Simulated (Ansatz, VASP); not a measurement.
**One calculation of Sn, two programs**

The input INCAR:

```
SYSTEM = Sn
  PREC = Accurate
  ENCUT = 520
  EDIFF = 1E-6
  ISMEAR = 0
  SIGMA = 0.1
  LREAL = .False.
  LASPH = .True.
  NELM = 80
  ALGO = Normal
  ISIF = 2
  LWAVE = .False.
  LCHARG = .False.
  GGA = PE
  NBANDS = 21
```

Contents of KPOINTS:

```
Automatic mesh
0
Gamma
  14 14 14
  0 0 0
```

POSCAR

```
Sn
1.0
   -2.9570168615      2.9570168615      1.7044401017
    2.9570168615     -2.9570168615      1.7044401017
    2.9570168615      2.9570168615     -1.7044401017
Sn
2
Direct
    0.7500000000      0.2500000000      0.5000000000
    0.0000000000      0.0000000000      0.0000000000
```

Input for Ansatz:

```yaml
crystal:
  lattice:
    - [-2.9570168615, 2.9570168615, 1.7044401017]
    - [2.9570168615, -2.9570168615, 1.7044401017]
    - [2.9570168615, 2.9570168615, -1.7044401017]
  atoms:
    - { symbol: Sn, position: [0.75, 0.25, 0.5] }
    - { symbol: Sn, position: [0.0, 0.0, 0.0] }
basis:
  ecutwfc: 420
kpoints:
  mp_grid: { grid: [14, 14, 14] }
hamiltonian:
  xc: pbe
scf:
  occupations: { method: gaussian, width: 0.1 }
output:
  forces: true
  stress: true
  eigenvalues: true
```

Alike in both runs: task single point; functional PBE; k mesh 14 × 14 × 14; occupations gaussian, width 0.1 eV; no spin polarisation.

```csv
,VASP,Ansatz
version,VASP 6.6.1,Ansatz 0.2.0
potentials or method,"VASP PAW PBE potentials, release 64 (Sn_d), cutoff 520 eV","scalar-relativistic, plane waves, PAW"
valence electrons in the cell,28,28
```

```csv
,VASP,Ansatz,Ansatz less VASP
gap on the k mesh at the Fermi level (eV),none,none,-
pressure (GPa),-1.8,-1.8,+0.06
"traceless stress, the component that is largest in VASP (GPa)",-1.27,-1.27,-0.004
```

A gap of «none» marks a metal or a gap that the smearing closes.
